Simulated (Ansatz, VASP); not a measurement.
**One calculation of Si3N4, two programs**

```
Si N
1.0
    -3.22138    3.22138    3.22138
     3.22138   -3.22138    3.22138
     3.22138    3.22138   -3.22138
Si N
6 8
Direct
  0.37500 0.25000 0.62500
  0.62500 0.37500 0.25000
  0.87500 0.12500 0.75000
  0.25000 0.62500 0.37500
  0.75000 0.87500 0.12500
  0.12500 0.75000 0.87500
  0.50000 0.00000 0.06251
  0.56251 0.50000 0.00000
  0.93749 0.93749 0.93749
  0.00000 0.56251 0.50000
  0.43749 0.43749 0.43749
  0.00000 0.06251 0.50000
  0.50000 0.00000 0.56251
  0.06251 0.50000 0.00000
```

Alike in both runs: task single point; functional r2SCAN; k mesh 6 × 6 × 6; no spin polarisation.

|  | VASP | Ansatz |
| --- | --- | --- |
| version | VASP 6.6.1 | Ansatz 0.2.0 |
| potentials or method | VASP PAW PBE potentials, release 64 (Si, N) | plane waves, PAW |
| plane-wave cutoff (eV) | 520 | 500 |
| occupations | gaussian, width 0.01 eV | fixed |
| valence electrons in the cell | 64 | 64 |

Ansatz gave:

| Property | Result |
| --- | --- |
| gap on the k mesh at the Fermi level (eV) | 4.75 |
| pressure (GPa) | 0.0 |

Q: What did VASP give for the same quantities?

A: gap on the k mesh at the Fermi level (eV): 4.75; pressure (GPa): -0.2.

VASP's potentials were made for PBE, not for r2SCAN.
